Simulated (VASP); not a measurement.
Here is a VASP 6.6.1 calculation.

Contents of INCAR:

```
SYSTEM = TiMnB4
ALGO     = Normal         ! electronic algorithm
EDIFF    = 1E-6           ! SCF threshold, eV
ENCUT    = 520            ! plane-wave cutoff, eV
GGA      = PE             ! functional
ISIF     = 2              ! what is computed and relaxed
ISMEAR   = 0              ! smearing method
ISPIN    = 2              ! spin polarisation
LASPH    = .True.         ! aspherical terms in the spheres
LCHARG   = .False.        ! write CHGCAR
LMAXMIX  = 4              ! l up to which the mixer works
LORBIT   = 11             ! projections on sites
LREAL    = .False.        ! projectors in reciprocal space
LWAVE    = .False.        ! write WAVECAR
MAGMOM   = 0 2.51 0 0 0 0 ! initial moments
NBANDS   = 32             ! bands
NELM     = 150            ! most SCF steps
PREC     = Accurate       ! precision mode
SIGMA    = 0.1            ! smearing width, eV
```

The input KPOINTS:

```
k-points
0
Gamma
  6 6 4
  0 0 0
```

POSCAR

```
TiMnB4
1.0
    3.0246488000      0.0000000000      0.0000000000
   -1.5123244000      2.6194227000      0.0000000000
    0.0000000000      0.0000000000      6.1339488000
Ti Mn B
1 1 4
Direct
    0.0000000000      0.0000000000      0.0000000000
    0.0000000000      0.0000000000      0.5000000000
    0.3333333000      0.6666667000      0.7415450000
    0.6666667000      0.3333333000      0.7415450000
    0.3333333000      0.6666667000      0.2584550000
    0.6666667000      0.3333333000      0.2584550000
```

Potentials or basis: VASP PAW PBE potentials, release 64 (Ti_sv, Mn_pv, B).

The run is started by

```sh
$ cat potpaw_PBE.64/Ti_sv/POTCAR potpaw_PBE.64/Mn_pv/POTCAR potpaw_PBE.64/B/POTCAR > POTCAR
$ mpirun -np 1 vasp_std > vasp.out
```

(1) Estimate the pressure.

(2) Predict the site moments.

(3) What does it give for the net moment?

(4) Predict the largest force.

Results:

(1) 0.4 GPa.

(2) Ti -0.02; Mn +2.43; B -0.00 μB.

(3) 2.42 μB per cell.

(4) 0.018 eV/Å.

Caveat: the k points lie up to 0.40 Å⁻¹ apart; a cell with one magnetic atom can't hold antiferromagnetic order, which such compounds often take.
